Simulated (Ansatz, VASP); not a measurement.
One calculation of TiMnH6, two programs

File INCAR:

```
SYSTEM = TiMnH6
  PREC = Accurate
  ENCUT = 520
  EDIFF = 1E-7
  ISMEAR = 0
  SIGMA = 0.1
  LREAL = .False.
  LASPH = .True.
  NELM = 150
  ALGO = Normal
  ISIF = 2
  LWAVE = .False.
  LCHARG = .False.
  ISPIN = 2
  MAGMOM = -0.82 2 0 0 0 0 0 0
  LORBIT = 11
  LMAXMIX = 4
  GGA = PE
  NBANDS = 30
```

Contents of KPOINTS:

```
regular mesh
0
Gamma
  10 10 10
  0 0 0
```

File POSCAR:

```
TiMnH6
1.0
    0.0000000000      3.4328869174      3.4328869174
    3.4328869174      0.0000000000      3.4328869174
    3.4328869174      3.4328869174      0.0000000000
Ti Mn H
1 1 6
Direct
    0.5000000000      0.5000000000      0.5000000000
    0.0000000000      0.0000000000      0.0000000000
    0.7660786124      0.2339213876      0.2339213876
    0.2339213876      0.7660786124      0.7660786124
    0.2339213876      0.7660786124      0.2339213876
    0.7660786124      0.2339213876      0.7660786124
    0.2339213876      0.2339213876      0.7660786124
    0.7660786124      0.7660786124      0.2339213876
```

Input for Ansatz:

```yaml
crystal:
  lattice:
    - [0.0, 3.4328869174, 3.4328869174]
    - [3.4328869174, 0.0, 3.4328869174]
    - [3.4328869174, 3.4328869174, 0.0]
  atoms:
    - { symbol: Ti, position: [0.5, 0.5, 0.5], spin: -0.82 }
    - { symbol: Mn, position: [0.0, 0.0, 0.0], spin: 2.0 }
    - { symbol: H, position: [0.7660786124, 0.2339213876, 0.2339213876] }
    - { symbol: H, position: [0.2339213876, 0.7660786124, 0.7660786124] }
    - { symbol: H, position: [0.2339213876, 0.7660786124, 0.2339213876] }
    - { symbol: H, position: [0.7660786124, 0.2339213876, 0.7660786124] }
    - { symbol: H, position: [0.2339213876, 0.2339213876, 0.7660786124] }
    - { symbol: H, position: [0.7660786124, 0.7660786124, 0.2339213876] }
basis:
  ecutwfc: 420
kpoints:
  mp_grid: { grid: [10, 10, 10] }
  band_path:
    path:
      - [[0.0, 0.0, 0.0], [0.5, 0.0, 0.5], [0.625, 0.25, 0.625]]
      - [[0.375, 0.375, 0.75], [0.0, 0.0, 0.0], [0.5, 0.5, 0.5], [0.5, 0.25, 0.75], [0.5, 0.0, 0.5]]
    npoints: 14
hamiltonian:
  xc: pbe
scf:
  occupations: { method: gaussian, width: 0.1 }
  n_extra_bands: 20
output:
  forces: true
  stress: true
  eigenvalues: true
  populations: true
  dos: { projected: true, de: 0.02, nscf_kmesh: { grid: [12, 12, 12] } }
  bader: true
  write_density: true
  write_potential: true
  elf: true
  volumetric_format: npy
magnetization:
  spin_polarized: true
checkpoint:
  read: start.run
  write: ck
  compress: false
  write_wavefunctions: false
  write_every: 100000
```

Alike in both runs: task single point; functional PBE; k mesh 10 × 10 × 10; occupations gaussian, width 0.1 eV; collinear spin.

|  | VASP | Ansatz |
| --- | --- | --- |
| version | VASP 6.6.1 | Ansatz 0.2.0 |
| potentials or method | VASP PAW PBE potentials, release 64 (Ti_sv, Mn_pv, H), cutoff 520 eV | scalar-relativistic, plane waves, PAW |
| valence electrons in the cell | 31 | 33 |

|  | VASP | Ansatz | Ansatz less VASP |
| --- | --- | --- | --- |
| gap on the k mesh at the Fermi level (eV) | none | none | - |
| pressure (GPa) | -0.1 | 0.0 | +0.10 |
| net moment per atom (μB) | 0.13 | 0.13 | 0.000 |
| size of the moment on the site where the two differ most (μB) | 2.46 | 1.82 | -0.638 |

Site moments also hang on the region over which each program counts them. A gap of «none» marks a metal or a gap that the smearing closes. VASP's potentials hold 31 valence electrons a cell and Ansatz's 33, so a difference there can come from the potentials and not from the codes. Ansatz's warnings: stability check not made.
